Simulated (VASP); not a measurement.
Runs of VASP 6.6.1 on CdS. The structure is that of space group Fm-3m (No. 225), or close to it. The cells are those of the table. 

| task | level | spin | cell | k mesh | cutoff (eV) | smearing | grid for exact exchange (PRECFOCK) | share of exact exchange | screening parameter | gap on the mesh (eV) | pressure (GPa) |
| --- | --- | --- | --- | --- | --- | --- | --- | --- | --- | --- | --- |
| single point | B3LYP | off | a = 3.894 Å, angles 60.0°, 2 atoms | 4 × 4 × 4 | 520 | fermi-dirac 0.05 eV | Normal | 0.2 | - | 1.50 | 2.3 |
| relaxation of cell and atoms | PBE0 | off | relaxed from a = 3.894 Å, angles 60.0°, 2 atoms | 4 × 4 × 4 | 600 | fermi-dirac 0.05 eV | Normal | 0.25 | - | 1.96 | 0.0 |
| single point | PBE+D3(BJ) | off | a = 4.079 Å, angles 60.0°, 2 atoms | 8 × 8 × 8, shifted | 520 | gaussian 0.01 eV | - | - | - | 0.44 | -9.5 |
| single point | SVWN5 | non-collinear, zero start, SOC | a = 3.894 Å, angles 60.0°, 2 atoms | 8 × 8 × 8 | 520 | methfessel-paxton 0.05 eV | - | - | - | - | (b) |
| single point | PBE0 | off | a = 3.860 Å, angles 60.0°, 2 atoms | 4 × 4 × 4 | 520 | fermi-dirac 0.05 eV | Normal | 0.25 | - | 1.96 | 0.3 |
| single point | PBEsol-based global hybrid with 25 % exact exchange | off | a = 3.816 Å, angles 60.0°, 2 atoms | 4 × 4 × 4 | 520 | fermi-dirac 0.05 eV | Normal | 0.25 | - | 1.83 | 0.3 |
| single point | B3LYP | off | a = 3.927 Å, angles 60.0°, 2 atoms | 4 × 4 × 4 | 520 | fermi-dirac 0.05 eV | Normal | 0.2 | - | 1.48 | 0.3 |
| single point | r2SCAN0+D3(BJ) | off | a = 3.894 Å, angles 60.0°, 2 atoms | 4 × 4 × 4 | 440 | gaussian 0.01 eV | Normal | 0.25 | - | 2.27 | -4.5 |
| single point | HSE06 | off | a = 3.862 Å, angles 60.0°, 2 atoms | 4 × 4 × 4 | 520 | fermi-dirac 0.05 eV | Normal | 0.25 | 0.2079 1/Å | 1.22 | (c) |
| single point | PBE | off | a = 3.945 Å, angles 60.0°, 2 atoms | 8 × 8 × 8 | 500 | fermi-dirac 0.05 eV | - | - | - | 0.25 | (a) |
| single point | HSE06 | off | a = 3.894 Å, angles 60.0°, 2 atoms | 6 × 6 × 6 | 520 | fermi-dirac 0.05 eV | Normal | 0.25 | 0.2079 1/Å | 1.22 | -1.8 |
| single point | HSE06 | off | a = 3.894 Å, angles 60.0°, 2 atoms | 4 × 4 × 4 | 400 | gaussian 0.15 eV | Normal | 0.25 | 0.2079 1/Å | 1.21 | -2.1 |

Alike in all rows: potentials or basis VASP PAW PBE potentials, release 64 (Cd, S).

Task: Fill in the values left out.

Result: (a) -2.7; (b) -6.4; (c) 0.4.

Caveats: some runs use coarse meshes; the PAW data sets were made with another functional, which shifts forces and pressure a little (at least some runs); the cell stands under tension (at least some runs); a shifted mesh leaves out Γ, where band edges can lie (at least some runs); three body term missing (at least some runs).

A k mesh can miss the band edges, and rows without SOC leave out spin-orbit coupling on Cd.
